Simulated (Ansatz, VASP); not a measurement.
# Two plane-wave programs on HfNb3F

```xyz
5
Lattice="3.4618 0.0000 0.0000 -1.7309 2.9980 0.0000 0.0000 0.0000 9.4726" Properties=species:S:1:pos:R:3 pbc="T T T"
Hf    0.0000    0.0000    0.0000
Nb    0.0000    1.9987    7.2486
Nb    0.0000    1.9987    2.2240
Nb    0.0000    1.9987    4.7363
F     0.0000    0.0000    4.7363
```

Alike in both runs: functional PBE; k mesh 6 × 6 × 4; occupations gaussian, width 0.1 eV; no spin polarisation.

Ansatz relaxed the structure, and its values are those at the end. VASP's run is a single point on that final structure, the one shown.

|  | VASP | Ansatz |
| --- | --- | --- |
| version | VASP 6.6.1 | Ansatz 0.2.0 |
| potentials or method | VASP PAW PBE potentials, release 64 (Hf_pv, Nb_sv, F), cutoff 600 eV | scalar-relativistic, plane waves, PAW |
| valence electrons in the cell | 56 | 72 |

```csv
,VASP,Ansatz,Ansatz less VASP
gap on the k mesh at the Fermi level (eV),none,none,-
pressure (GPa),-0.3,0.0,+0.31
rms of the force components (eV/Å),0.010,0.001,-0.0093
```

A gap of «none» marks a metal or a gap that the smearing closes. VASP's potentials hold 56 valence electrons a cell and Ansatz's 72, so a difference there can come from the potentials and not from the codes.

Neither program's run includes spin-orbit coupling.
